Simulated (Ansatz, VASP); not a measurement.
NaAs2O5 in VASP and in Ansatz

Contents of INCAR:

```
SYSTEM = NaAs2O5
PREC     = Accurate       ! precision mode
ENCUT    = 600            ! plane-wave cutoff, eV
EDIFF    = 1E-7           ! SCF threshold, eV
ISMEAR   = 0              ! smearing method
SIGMA    = 0.1            ! smearing width, eV
LREAL    = .False.        ! projectors in reciprocal space
LASPH    = .True.         ! aspherical terms in the spheres
NELM     = 120            ! most SCF steps
ALGO     = Normal         ! electronic algorithm
ISIF     = 3              ! what is computed and relaxed
LWAVE    = .False.        ! write WAVECAR
LCHARG   = .False.        ! write CHGCAR
GGA      = PE             ! functional
IBRION   = 2              ! ionic algorithm
NSW      = 90             ! ionic steps
EDIFFG   = -0.04          ! ionic threshold
GGA_COMPAT= .False.      
NELMIN   = 4
```

KPOINTS

```
Automatic mesh
0
Gamma
  3 3 6
  0 0 0
```

Contents of POSCAR:

```
NaAs2O5
1.0
    5.9708696100      0.0000000000      0.0000000000
   -2.9854348100      5.1709247700      0.0000000000
    0.0000000000      0.0000000000      3.5931810500
Na As O
1 2 5
Direct
    0.0000000000      0.0000000000      0.0000000000
    0.3333333300      0.6666666700      0.5000000000
    0.6666666700      0.3333333300      0.5000000000
    0.3333333300      0.6666666700      0.0000000000
    0.0000000000      0.5000000000      0.5000000000
    0.5000000000      0.5000000000      0.5000000000
    0.5000000000      0.0000000000      0.5000000000
    0.6666666700      0.3333333300      0.0000000000
```

Input for Ansatz:

```yaml
crystal:
  lattice:
    - [5.97086961, 0.0, 0.0]
    - [-2.98543481, 5.17092477, 0.0]
    - [0.0, 0.0, 3.59318105]
  atoms:
    - { symbol: Na, position: [0.0, 0.0, 0.0] }
    - { symbol: As, position: [0.33333333, 0.66666667, 0.5] }
    - { symbol: As, position: [0.66666667, 0.33333333, 0.5] }
    - { symbol: O, position: [0.33333333, 0.66666667, 0.0] }
    - { symbol: O, position: [0.0, 0.5, 0.5] }
    - { symbol: O, position: [0.5, 0.5, 0.5] }
    - { symbol: O, position: [0.5, 0.0, 0.5] }
    - { symbol: O, position: [0.66666667, 0.33333333, 0.0] }
basis:
  ecutwfc: 420
kpoints:
  mp_grid: { grid: [3, 3, 6] }
hamiltonian:
  xc: pbe
scf:
  occupations: { method: gaussian, width: 0.1 }
  lower_state_search: "off"
output:
  forces: true
  stress: true
  eigenvalues: true
relax:
  adjacent_minimum: "off"
  f_tol: 0.04
  max_steps: 70
  cell: { stress_tol: 0.4 }
```

Alike in both runs: task relaxation of cell and atoms; functional PBE; k mesh 3 × 3 × 6; occupations gaussian, width 0.1 eV; no spin polarisation.

|  | VASP | Ansatz |
| --- | --- | --- |
| version | VASP 6.6.1 | Ansatz 0.2.0 |
| potentials or method | VASP PAW PBE potentials, release 64 (Na_pv, As, O), cutoff 600 eV | scalar-relativistic, plane waves, PAW |
| valence electrons in the cell | 47 | 69 |

VASP gave:

| Property | Result |
| --- | --- |
| gap on the k mesh at the Fermi level, each at its own relaxed structure (eV) | none |
| relaxed volume (Å³/atom) | 16.03 |
| relaxed cell length with the largest relative difference (Å) | 6.310 |

**Question.** Which values does Ansatz return?

**Answer.** gap on the k mesh at the Fermi level, each at its own relaxed structure (eV): none; relaxed volume (Å³/atom): 15.98; relaxed cell length with the largest relative difference (Å): 6.300.

A gap of «none» marks a metal or a gap that the smearing closes. VASP's potentials hold 47 valence electrons a cell and Ansatz's 69, so a difference there can come from the potentials and not from the codes.

The k mesh is coarse, so the values compare programs but aren't converged. Noted on VASP's run: the volume moved by over 15 % at a fixed basis, so the end points are rough.
